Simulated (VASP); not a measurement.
Write the native input for VASP 6.6.1 that does the following.

```yaml
Task: single point
Functional: r2SCAN
Potentials_or_basis: VASP PAW PBE potentials, release 64 (Al)
Cutoff: 520 eV
k_mesh: 13 × 13 × 13
Occupations: fermi-dirac, width 0.1 eV
Spin: no spin polarisation
Dipole_correction: no
Further_INCAR_settings: ALGO = Normal; EDIFF = 1e-06; NBANDS = 8
```

Al:

```
Al
1.0
    -1.58054    1.58054    1.58054
     1.58054   -1.58054    1.58054
     1.58054    1.58054   -1.58054
Al
1
Direct
  0.00000 0.00000 0.00000
```

One way to write it, as run:

POSCAR

```
Al
1.0
   -1.5805393561      1.5805393561      1.5805393561
    1.5805393561     -1.5805393561      1.5805393561
    1.5805393561      1.5805393561     -1.5805393561
Al
1
Direct
    0.0000000000      0.0000000000      0.0000000000
```

INCAR.step1

```
ALGO     = Normal         # electronic algorithm
EDIFF    = 1E-4           # SCF threshold, eV
ENCUT    = 520            # plane-wave cutoff, eV
GGA      = PE             # functional
ISMEAR   = -1             # smearing method
LASPH    = True           # aspherical terms in the spheres
LCHARG   = False          # write CHGCAR
LREAL    = False          # projectors in reciprocal space
LWAVE    = True           # write WAVECAR
NBANDS   = 8              # bands
NELM     = 60             # most SCF steps
PREC     = Accurate       # precision mode
SIGMA    = 0.1            # smearing width, eV
```

INCAR.step2

```
ALGO     = Normal         # electronic algorithm
EDIFF    = 1E-6           # SCF threshold, eV
ENCUT    = 520            # plane-wave cutoff, eV
ISIF     = 2              # what is computed and relaxed
ISMEAR   = -1             # smearing method
ISTART   = 1            
LASPH    = True           # aspherical terms in the spheres
LCHARG   = False          # write CHGCAR
LMIXTAU  = True         
LREAL    = False          # projectors in reciprocal space
LWAVE    = False          # write WAVECAR
METAGGA  = R2SCAN         # meta-GGA
NBANDS   = 8              # bands
NELM     = 60             # most SCF steps
PREC     = Accurate       # precision mode
SIGMA    = 0.1            # smearing width, eV
```

KPOINTS

```
k-points
0
Gamma
  13 13 13
```

Potentials or basis: VASP PAW PBE potentials, release 64 (Al).

The run is started by

```bash
$ cat potpaw_PBE.64/Al/POTCAR > POTCAR
$ cp INCAR.step1 INCAR
$ mpirun -np 1 vasp_std > vasp.out
$ cp INCAR.step2 INCAR
$ mpirun -np 1 vasp_std > vasp.out
```

Results of the run:

```yaml
Pressure: 1.9 GPa
```

Caveat: the PAW data sets were made with another functional, which shifts forces and pressure a little.

Wall time 38 s on 1 thread of Intel(R) Xeon(R) Platinum 8259CL CPU @ 2.50GHz (Skylake/Cascade Lake), with other jobs on the host, peak memory 0.13 GiB.
